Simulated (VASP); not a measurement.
Sb:

```
CELL_PARAMETERS angstrom
3.51078 0.00000 0.00000
0.67895 3.44450 0.00000
-2.09487 -1.72225 2.22956
ATOMIC_POSITIONS crystal
Sb 0.00000 0.00000 0.00000
```

Program: VASP 6.6.1. Alike in all runs: task single point; level LDA; potentials or basis VASP PAW LDA potentials, release 64 (Sb); no spin polarisation; cell as given; cutoff (eV) 520; smearing fermi-dirac 0.15 eV. Hardware: 1 thread of AMD EPYC 7R13 Processor (Zen 3) (shared host).

Order these runs on this cell by their wall time, lowest first.
A. k mesh 8 × 8 × 8
B. k mesh 5 × 5 × 5
C. k mesh 12 × 12 × 12
D. k mesh 3 × 3 × 3

D (1.9 s), B (4.2 s), A (9.5 s), C (25 s).

Caveats: some runs use coarse meshes.
